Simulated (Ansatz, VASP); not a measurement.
Two plane-wave programs on MnO

```
Mn O
1.0
     0.00000    2.22200    2.22200
     2.22200    0.00000    2.22200
     2.22200    2.22200    0.00000
Mn O
1 1
Direct
  0.00000 0.00000 0.00000
  0.50000 0.50000 0.50000
```

Alike in both runs: task single point; functional r2SCAN; k mesh 7 × 7 × 7; occupations gaussian, width 0.05 eV; collinear spin; Hubbard terms Mn d U = 2.0 eV, J = 0.9 eV.

|  | VASP | Ansatz |
| --- | --- | --- |
| version | VASP 6.6.1 | Ansatz 0.2.0 |
| potentials or method | VASP PAW PBE potentials, release 64 (Mn_pv, O), cutoff 660 eV | scalar-relativistic, plane waves, PAW |
| valence electrons in the cell | 19 | 21 |

```csv
,VASP,Ansatz,Ansatz less VASP
gap on the k mesh at the Fermi level (eV),0.30,0.28,-0.020
least direct gap on the mesh (eV),3.05,3.12,+0.065
pressure (GPa),1.3,1.9,+0.64
net moment per atom (μB),2.50,2.50,0.000
size of the moment on the site where the two differ most (μB),4.58,4.29,-0.294
```

VASP's potentials were made for PBE, not for r2SCAN. Site moments also hang on the region over which each program counts them. The programs project onto different local orbitals, so the same U acts differently, and such runs can settle in different states. VASP's potentials hold 19 valence electrons a cell and Ansatz's 21, so a difference there can come from the potentials and not from the codes. Ansatz's warnings: stability check not made.
